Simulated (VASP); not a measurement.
Here is a VASP 6.6.1 calculation.

File POSCAR:

```
ZnS
1.0
    3.7702622164      0.0000000000      0.0000000000
   -1.8851311082      3.2651428583      0.0000000000
    0.0000000000      0.0000000000     12.3405325179
Zn S
4 4
Direct
    0.0000000000      0.0000000000      0.0001143893
    0.0000000000      0.0000000000      0.5001143893
    0.3333333333      0.6666666667      0.2500706165
    0.6666666667      0.3333333333      0.7500706165
    0.0000000000      0.0000000000      0.1872361453
    0.0000000000      0.0000000000      0.6872361453
    0.3333333333      0.6666666667      0.4375788490
    0.6666666667      0.3333333333      0.9375788490
```

The input INCAR.step1:

```
SYSTEM = ZnS
ALGO = Normal
EDIFF = 1E-4
ENCUT = 520
GGA = PE
ISMEAR = 0
LASPH = .TRUE.
LCHARG = .FALSE.
LREAL = .FALSE.
LWAVE = .TRUE.
NBANDS = 46
NELM = 80
PREC = Accurate
SIGMA = 0.02
```

The input INCAR.step2:

```
SYSTEM = ZnS
ALGO = Normal
EDIFF = 1E-7
ENCUT = 520
ISIF = 2
ISMEAR = 0
ISTART = 1
LASPH = .TRUE.
LCHARG = .FALSE.
LMIXTAU = .TRUE.
LREAL = .FALSE.
LWAVE = .FALSE.
METAGGA = R2SCAN
NBANDS = 46
NELM = 80
PREC = Accurate
SIGMA = 0.02
```

File KPOINTS:

```
k-points
0
G
  6 6 2
  0 0 0
```

Potentials or basis: VASP PAW PBE potentials, release 64 (Zn, S).

Launch:

```sh
$ cat potpaw_PBE.64/Zn/POTCAR potpaw_PBE.64/S/POTCAR > POTCAR
$ cp INCAR.step1 INCAR
$ mpirun -np 1 vasp_std > vasp.out
$ cp INCAR.step2 INCAR
$ mpirun -np 1 vasp_std > vasp.out
```

Q: Predict the largest force.

A: 0.021 eV/Å.

Q: What does it give for the band gap on the k mesh?

A: 2.90 eV.

Q: Predict the pressure.

A: 2.6 GPa.

Forces on the atoms (eV/Å):
```
Zn   0.000  0.000  0.021
Zn   0.000  0.000  0.021
Zn   0.000  0.000 -0.007
Zn   0.000  0.000 -0.007
S    0.000  0.000 -0.008
S    0.000  0.000 -0.008
S    0.000  0.000 -0.006
S    0.000  0.000 -0.006
```

Caveat: the PAW data sets were made with another functional, which shifts forces and pressure a little.
